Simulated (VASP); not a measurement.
# CdMo (Pm-3m) in VASP: a series of runs, part 2 of 2

VASP 6.6.1. The steps go on from the part before.

## Step 3: Relaxation of cell and atoms, PBE

INCAR

```
ALGO = Fast
EDIFF = 1E-6
EDIFFG = -0.01
ENCUT = 600
GGA = PE
IBRION = 2
ISIF = 3
ISMEAR = 0
LASPH = True
LCHARG = False
LREAL = False
LWAVE = False
NELM = 60
NSW = 100
PREC = Accurate
SIGMA = 0.1
```

KPOINTS

```
k-points
0
Gamma
  16 16 16
```

POSCAR

```
CdMo
1.0
    3.2831460076      0.0000000000      0.0000000000
    0.0000000000      3.2831460076      0.0000000000
    0.0000000000      0.0000000000      3.2831460076
Cd Mo
1 1
Direct
    0.5000000000      0.5000000000      0.5000000000
    0.0000000000      0.0000000000      0.0000000000
```

Potentials or basis: VASP PAW PBE potentials, release 64 (Cd, Mo_sv).

Started as:

```console
$ cat potpaw_PBE.64/Cd/POTCAR potpaw_PBE.64/Mo_sv/POTCAR > POTCAR
$ mpirun -np 1 vasp_std > vasp.out
```

OUTCAR:

```text
EDIFF = 1E-6
   EDIFFG = -0.01
   ENCUT = 600
   GGA = PE
   IBRION = 2
   ISIF = 3
   ISMEAR = 0
   LASPH = True
   LREAL = False
   NELM = 60
   NSW = 100
   PREC = Accurate

 ion  position               nearest neighbor table
   1  0.500  0.500  0.500-   2 2.84   2 2.84   2 2.84   2 2.84   2 2.84   2 2.84   2 2.84   2 2.84

   2  0.000  0.000  0.000-   1 2.84   1 2.84   1 2.84   1 2.84   1 2.84   1 2.84   1 2.84   1 2.84

  LATTYP: Found a simple cubic cell.
 ALAT       =     3.2831460076

  Lattice vectors:

 A1 = (   3.2831460076,   0.0000000000,   0.0000000000)
 A2 = (   0.0000000000,   3.2831460076,   0.0000000000)
 A3 = (   0.0000000000,   0.0000000000,   3.2831460076)

Analysis of symmetry for initial positions (statically):
=====================================================================
 Subroutine PRICEL returns:
 Original cell was already a primitive cell.

 Routine SETGRP: Setting up the symmetry group for a
 simple cubic supercell.

 Subroutine GETGRP returns: Found 48 space group operations
 (whereof 48 operations were pure point group operations)
 out of a pool of 48 trial point group operations.

The static configuration has the point symmetry O_h .

Analysis of symmetry for dynamics (positions and initial velocities):
=====================================================================
 Subroutine PRICEL returns:
 Original cell was already a primitive cell.

 Routine SETGRP: Setting up the symmetry group for a
 simple cubic supercell.

 Subroutine GETGRP returns: Found 48 space group operations
 (whereof 48 operations were pure point group operations)
 out of a pool of 48 trial point group operations.

The dynamic configuration has the point symmetry O_h .

 Subroutine INISYM returns: Found 48 space group operations
 (whereof 48 operations are pure point group operations),
 and found     1 'primitive' translations

----------------------------------------------------------------------------------------

                                     Primitive cell

  volume of cell :      35.3892

  direct lattice vectors                    reciprocal lattice vectors
     3.283146008  0.000000000  0.000000000     0.304585906  0.000000000  0.000000000
     0.000000000  3.283146008  0.000000000     0.000000000  0.304585906  0.000000000
     0.000000000  0.000000000  3.283146008     0.000000000  0.000000000  0.304585906

  length of vectors
     3.283146008  3.283146008  3.283146008     0.304585906  0.304585906  0.304585906

  position of ions in fractional coordinates (direct lattice)
     0.500000000  0.500000000  0.500000000
     0.000000000  0.000000000  0.000000000

  ion indices of the primitive-cell ions
   primitive index   ion index
                 1           1
                 2           2

----------------------------------------------------------------------------------------

 KPOINTS: k-points

Automatic generation of k-mesh.
 Grid dimensions read from file:
 generate k-points for:   16   16   16

[... 43 lines left out ...]
  0.500000  0.125000  0.000000     12.000000
 [... further k-points ...]
   k-points           NKPTS =    165   k-points in BZ     NKDIM =    165   number of bands    NBANDS=     17
   number of dos      NEDOS =    301   number of ions     NIONS =      2
   total plane-waves  NPLWV =  21952
   dimension x,y,z NGX =    28 NGY =   28 NGZ =   28
   dimension x,y,z NGXF=    56 NGYF=   56 NGZF=   56
   ions per type =               1   1
   NGX,Y,Z   is equivalent  to a cutoff of  14.18, 14.18, 14.18 a.u.
   NGXF,Y,Z  is equivalent  to a cutoff of  28.36, 28.36, 28.36 a.u.
 SYSTEM =  unknown system
   PREC   = accura    normal or accurate (medium, high low for compatibility)
   ISTART =      0    job   : 0-new  1-cont  2-samecut
   ICHARG =      2    charge: 1-file 2-atom 10-const
   ISPIN  =      1    spin polarized calculation?
   LNONCOLLINEAR =      F non collinear calculations
   LSORBIT =      F    spin-orbit coupling
   LASPH  =      T    aspherical Exc in radial PAW
   ENCUT  =  600.0 eV  44.10 Ry    6.64 a.u.   6.56  6.56  6.56*2*pi/ulx,y,z
   NELM   =     60;   NELMIN=  2; NELMDL= -5     # of ELM steps
   EDIFF  = 0.1E-05   stopping-criterion for ELM
   LREAL  =      F    real-space projection
   EDIFFG = -.1E-01   stopping-criterion for IOM
   NSW    =    100    number of steps for IOM
   IBRION =      2    ionic relax: 0-MD 1-quasi-New 2-CG
   NFREE  =      1    steps in history (QN), initial steepest desc. (CG)
   ISIF   =      3    stress and relaxation
   ISYM   =      2    0-nonsym 1-usesym 2-fastsym
   POTIM  = 0.5000    time-step for ionic-motion
   TEBEG  =    0.0;   TEEND  =   0.0 temperature during run
   PSTRESS=    0.0 pullay stress
   NELECT =      26.0000    total number of electrons
   NUPDOWN=      -1.0000    fix difference up-down
   EMIN   =  10.00;   EMAX   =-10.00  energy-range for DOS
   EFERMI =   0.00;   METHOD = LEGACY
   ISMEAR =     0;   SIGMA  =   0.10  broadening in eV -4-tet -1-fermi 0-gaus
   EFERMI_NEDOS =   21; number of points for ismear=-14 and -15
   IALGO  =     68    algorithm
   IMIX   =      4    mixing-type and parameters
     AMIX     =   0.40;   BMIX     =  1.00
     AMIX_MAG =   1.60;   BMIX_MAG =  1.00
  volume/ion in A,a.u.               =      17.69       119.41
  Fermi-wavevector in a.u.,A,eV,Ry     =   1.477211  2.791523 29.689969  2.182151
  Thomas-Fermi vector in A             =   2.591643
   LORBIT       =      0    0 simple, 1 ext, 2 COOP (PROOUT), +10 PAW based schemes
   GGA     = PE    functional components
   LHFCALC =     F    Hartree Fock is set to
   AEXX    =    0.0000 exact exchange contribution
   IVDW    =     0    specifies the selected vdW correction
   LEPSILON=     F    determine dielectric tensor
   LRPA    =     F    only Hartree local field effects (RPA)
 conjugate gradient relaxation of ions
 non-spin polarized calculation
 RMM-DIIS sequential band-by-band and
 Gauss-broadening in eV      SIGMA  =   0.10
  energy-cutoff  :      600.00
  volume of cell :       35.39
 maximum number of plane-waves:      1208
 NGX is ok and might be reduce to    28
   NGX = 13   NGY = 13   NGZ = 13

--------------------------------------- Ionic step        1  -------------------------------------------

 number of electron      26.0000006 magnetization

 Free energy of the ion-electron system (eV)
  ---------------------------------------------------
  ext. energy  EPLUGINS =         0.00000000
  ---------------------------------------------------
  free energy    TOTEN  =        -9.96606958 eV

  energy without entropy =       -9.95372078  energy(sigma->0) =       -9.95989518

------------------------ aborting loop because EDIFF is reached ----------------------------------------

  FORCE on cell =-STRESS in cart. coord.  units (eV):
  Direction    XX          YY          ZZ          XY          YZ          ZX
  --------------------------------------------------------------------------------------
  -------------------------------------------------------------------------------------
  Total        0.1991883      0.1991883      0.1991883      0.0000000     -0.0000000     -0.0000000
  in kB        9.0178663      9.0178663      9.0178663      0.0000000     -0.0000000     -0.0000000
  external PRESSURE =       9.0178663 kB  Pullay stress =       0.0000000 kB
[... 59 lines left out ...]
--------------------------------------- Ionic step        3  -------------------------------------------

 number of electron      26.0000006 magnetization

 Free energy of the ion-electron system (eV)
  ---------------------------------------------------
  ext. energy  EPLUGINS =         0.00000000
  ---------------------------------------------------
  free energy    TOTEN  =        -9.96666846 eV

  energy without entropy =       -9.95421512  energy(sigma->0) =       -9.96044179

 E-fermi :   6.9821     XC(G=0): -12.3932

 val. band max:        6.9786160593   @ k =   0.4375   0.2500   0.0000
 cond. band min:       7.0029365618   @ k =   0.3750   0.1250   0.1250
 fundamental gap:      0.0243205025
 Fermi energy:         6.9820570779

 k-point     1 :       0.0000    0.0000    0.0000
  band No.  band energies     occupation
      1     -53.8962      2.00000
      2     -27.8957      2.00000
      3     -27.8957      2.00000
      4     -27.8957      2.00000
      5      -2.1189      2.00000
      6      -2.1189      2.00000
[... 457 lines left out ...]
      4     -27.8816      2.00000
      5      -1.8436      2.00000
      6      -1.6141      2.00000
[... 9 lines left out ...]
     16       9.6725      0.00000
     17      16.9079      0.00000

 [... further k-points ...]

------------------------ aborting loop because EDIFF is reached ----------------------------------------

  FORCE on cell =-STRESS in cart. coord.  units (eV):
  Direction    XX          YY          ZZ          XY          YZ          ZX
  --------------------------------------------------------------------------------------
  -------------------------------------------------------------------------------------
  Total       -0.0082272     -0.0082272     -0.0082272     -0.0000000     -0.0000000      0.0000000
  in kB       -0.3702157     -0.3702157     -0.3702157     -0.0000000     -0.0000000      0.0000000
  external PRESSURE =      -0.3702157 kB  Pullay stress =       0.0000000 kB
[... 17 lines left out ...]
  FREE ENERGIE OF THE ION-ELECTRON SYSTEM (eV)
  ---------------------------------------------------
  free  energy   TOTEN  =        -9.9666684566 eV

  energy  without entropy=       -9.9542151180  energy(sigma->0) =       -9.96044179

 reached required accuracy - stopping structural energy minimisation
```

OSZICAR:

```text
N       E                     dE             d eps       ncg     rms          rms(c)
DAV:   1     0.227887537881E+03    0.22789E+03   -0.16036E+04  5610   0.176E+03
[... 27 lines left out ...]
DAV:   1    -0.999292204790E+01   -0.27365E-01   -0.58425E-01  5692   0.921E+00    0.119E+00
RMM:   2    -0.996729164275E+01    0.25630E-01   -0.72021E-02  5610   0.269E+00    0.312E-01
RMM:   3    -0.996668690122E+01    0.60474E-03   -0.91531E-03  5654   0.710E-01    0.199E-01
RMM:   4    -0.996667291954E+01    0.13982E-04   -0.83715E-04  5621   0.281E-01    0.691E-02
RMM:   5    -0.996666305052E+01    0.98690E-05   -0.13748E-04  5686   0.112E-01    0.317E-02
RMM:   6    -0.996666880523E+01   -0.57547E-05   -0.62807E-05  5643   0.780E-02    0.126E-02
RMM:   7    -0.996666845663E+01    0.34860E-06   -0.54325E-06  4756   0.255E-02
   3 F= -.99666685E+01 E0= -.99604418E+01  d E =-.598881E-03
```

It took 4.5 min on 1 thread of Oxide Virtual Turin-like, shared host; peak memory 0.23 GiB.

What came out:

```
Free energy                           : -9.9667 eV
Relaxed volume                        : 17.80 Å³/atom
Relaxed cell                          : a = 3.290 Å, b = 3.290 Å, c = 3.290 Å, α = 90.00°, β = 90.00°, γ = 90.00°
Space group after relaxing (to 0.1 Å) : Pm-3m (No. 221)
Energy gained by relaxing             : 0.3 meV/atom
Ionic steps                           : 3
Pressure after relaxing               : 0.0 GPa
Band gap on the k mesh                : zero (bands 13 and 14 overlap by 2.84 eV)
```

The path:
```
step  energy change (eV)  largest force (eV/Å)  pressure (GPa)  volume (Å³)
   1              0.0000                0.0000            0.90        35.39
   2              0.0005                0.0000           -1.19        35.90
   3             -0.0006                0.0000           -0.04        35.60
```

Final structure:
```cif
data_structure
_symmetry_space_group_name_H-M 'P 1'
_symmetry_Int_Tables_number 1
_cell_length_a 3.2898
_cell_length_b 3.2898
_cell_length_c 3.2898
_cell_angle_alpha 90.000
_cell_angle_beta 90.000
_cell_angle_gamma 90.000
_cell_volume 35.60
loop_
_atom_site_label
_atom_site_type_symbol
_atom_site_fract_x
_atom_site_fract_y
_atom_site_fract_z
_atom_site_occupancy
Cd1 Cd 0.50000 0.50000 0.50000 1
Mo1 Mo 0.00000 0.00000 0.00000 1
```

Levels at points of the mesh, in eV from the Fermi level:
```
           k point  band 9  band 10  band 11  band 12  band 13  band 14  band 15  band 16  band 17
(0.00, 0.00, 0.00)   -8.34    -8.22    -1.54    -1.54     1.29     1.29     1.29     6.22     6.22
(0.50, 0.00, 0.00)   -8.24    -4.51    -3.95    -1.83    -0.63    -0.63     1.07     2.70    11.14
(0.50, 0.50, 0.00)   -7.88    -4.03    -1.04    -0.44    -0.44     0.64     0.64     2.12     6.18
(0.50, 0.50, 0.50)   -7.86    -3.14    -3.14    -3.14     2.21     2.21     2.61     5.98     5.98
```

The gap in the log of VASP goes by the Fermi energy; the results here count the filled bands.